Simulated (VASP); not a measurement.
A run of VASP 6.6.1 is set up as follows.

The input INCAR:

```
SYSTEM = La
  ALGO = Normal
  EDIFF = 1E-6
  ENCUT = 520
  GGA = CA
  ISIF = 2
  ISMEAR = -1
  LASPH = .True.
  LCHARG = .True.
  LELF = .True.
  LREAL = .False.
  LVHAR = .True.
  LWAVE = .False.
  NBANDS = 30
  NELM = 80
  PREC = Accurate
  SIGMA = 0.1
```

The input KPOINTS:

```
k-points
0
Gamma
  3 3 1
  0 0 0
```

The input POSCAR:

```
La
1.0
    3.5996230182      0.0000000000      0.0000000000
   -1.7998115091      3.1173649778      0.0000000000
    0.0000000000      0.0000000000     11.5524372057
La
4
Direct
    0.0000000000      1.0000000000      0.0000000000
    1.0000000000      1.0000000000      0.5000000000
    0.3333333333      0.6666666667      0.7500000000
    0.6666666667      0.3333333333      0.2500000000
```

Potentials or basis: VASP PAW LDA potentials, release 64 (La).

Launch:

```sh
$ cat potpaw_LDA.64/La/POTCAR > POTCAR
$ mpirun -np 1 vasp_std > vasp.out
```

Estimate the pressure.

-3.0 GPa.

What does it give for the band gap on the k mesh?

Zero (band 22 reaches 9.84 eV, above the bottom of band 23 at 9.40 eV).

Stress tensor (GPa, compression positive):
```
-6.91  0.00  0.00
 0.00 -6.91  0.00
 0.00  0.00  4.76
```

Caveat: the k points lie up to 0.67 Å⁻¹ apart; spin-orbit coupling is left out, which moves the levels of the heavy elements.
